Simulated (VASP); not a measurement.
Wanted: the native input for a VASP 6.6.1 run.

| Item | Value |
| --- | --- |
| Task | G0W0 quasiparticle levels |
| Functional | PBE |
| Potentials or basis | VASP PAW PBE potentials, release 64 (Al_GW, N_GW) |
| Cutoff | 500 eV |
| k mesh | 6 × 6 × 6 |
| Occupations | gaussian, width 0.01 eV |
| Spin | no spin polarisation |
| Dipole correction | no |
| GW scheme | G0W0 |
| GW iterations | 1 |
| Cutoff of the response function | 150 |
| Frequency points | 96 |
| Empty bands | 88 |
| Further INCAR settings | ALGO = EVGW0; EDIFF = 1e-08; NBANDS = 92 |

AlN:

```
Al N
1.0
     0.00000    2.22857    2.13665
     2.22857    0.00000    2.13665
     2.22857    2.22857    0.00000
Al N
1 1
Direct
  0.00000 0.00000 0.00000
  0.25000 0.25000 0.25000
```

These files were run (other wordings do the same):

POSCAR

```
AlN
1.0
    0.0000000000      2.2285739407      2.1366451309
    2.2285739407      0.0000000000      2.1366451309
    2.2285739407      2.2285739407      0.0000000000
Al N
1 1
Direct
    0.0000000000      0.0000000000      0.0000000000
    0.2500000000      0.2500000000      0.2500000000
```

INCAR.step1

```
SYSTEM = AlN
PREC = Accurate ; ENCUT = 500
EDIFF = 1E-8 ; ISMEAR = 0
SIGMA = 0.01 ; LREAL = .FALSE.
LASPH = .TRUE. ; NELM = 100
ALGO = Normal ; LWAVE = .TRUE.
LCHARG = .FALSE. ; GGA = PE
```

INCAR.step2

```
SYSTEM = AlN
PREC = Accurate ; ENCUT = 500
EDIFF = 1E-8 ; ISMEAR = 0
SIGMA = 0.01 ; LREAL = .FALSE.
LASPH = .TRUE. ; NELM = 1
ALGO = Exact ; LWAVE = .TRUE.
LCHARG = .FALSE. ; GGA = PE
NBANDS = 92 ; LOPTICS = .TRUE.
ISTART = 1
```

INCAR.step3

```
SYSTEM = AlN
PREC = Accurate ; ENCUT = 500
EDIFF = 1E-8 ; ISMEAR = 0
SIGMA = 0.01 ; LREAL = .FALSE.
LASPH = .TRUE. ; ALGO = EVGW0
LWAVE = .FALSE. ; LCHARG = .FALSE.
GGA = PE ; NELMGW = 1
NBANDS = 92 ; ENCUTGW = 150.0
NOMEGA = 96 ; PRECFOCK = Fast
ISTART = 1 ; NBANDSGW = 12
OMEGAMAX = 20
```

KPOINTS

```
regular mesh
0
G
  6 6 6
  0 0 0
```

Potentials or basis: VASP PAW PBE potentials, release 64 (Al_GW, N_GW).

Command:

```sh
$ cat potpaw_PBE.64/Al_GW/POTCAR potpaw_PBE.64/N_GW/POTCAR > POTCAR
$ cp INCAR.step1 INCAR
$ mpirun -np 1 vasp_std > vasp.out
$ cp INCAR.step2 INCAR
$ mpirun -np 1 vasp_std > vasp.out
$ cp INCAR.step3 INCAR
$ mpirun -np 1 vasp_std > vasp.out
```

Results of the run:

```json
{
  "Quasiparticle gap": "4.36 eV",
  "Least direct quasiparticle gap": "5.46 eV",
  "Band gap of the starting levels on the mesh": "3.09 eV",
  "Least direct gap of the starting levels on the mesh": "3.91 eV"
}
```

Caveat: the k points lie up to 0.41 Å⁻¹ apart; bands, screening cutoff and mesh are small and nothing is extrapolated, so the quasiparticle values aren't converged; the structure was generated, so it needn't be the stable form of AlN.

Wall time 3.1 min on 1 thread of Intel(R) Xeon(R) 6975P-C (Granite Rapids), on a shared host, peak memory 0.46 GiB.
